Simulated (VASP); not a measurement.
Input of a VASP 6.6.1 run:

INCAR

```
ALGO = Normal
EDIFF = 1E-6
EDIFFG = -0.01
ENCUT = 600
IBRION = 2
ISIF = 3
ISMEAR = -1
LASPH = True
LCHARG = False
LREAL = False
LWAVE = False
NELM = 100
NSW = 60
PREC = Accurate
SIGMA = 0.05
```

File KPOINTS:

```
k-points
0
Gamma
  13 13 13
```

POSCAR

```
Cu
1.0
   -1.4427933200      1.4427933200      1.3760814500
    1.4427933200     -1.4427933200      1.3760814500
    1.4427933200      1.4427933200     -1.3760814500
Cu
1
Direct
    0.0000000000      0.0000000000      0.0000000000
```

Potentials or basis: VASP PAW LDA potentials, release 64 (Cu).

Run with:

```sh
$ cat potpaw_LDA.64/Cu/POTCAR > POTCAR
$ mpirun -np 1 vasp_std > vasp.out
```

(1) Predict the relaxed cell.

(2) Estimate the relaxed volume.

## Answers

(1) a = 2.427 Å, b = 2.427 Å, c = 2.427 Å, α = 108.20°, β = 108.20°, γ = 112.05°.

(2) 10.99 Å³/atom.
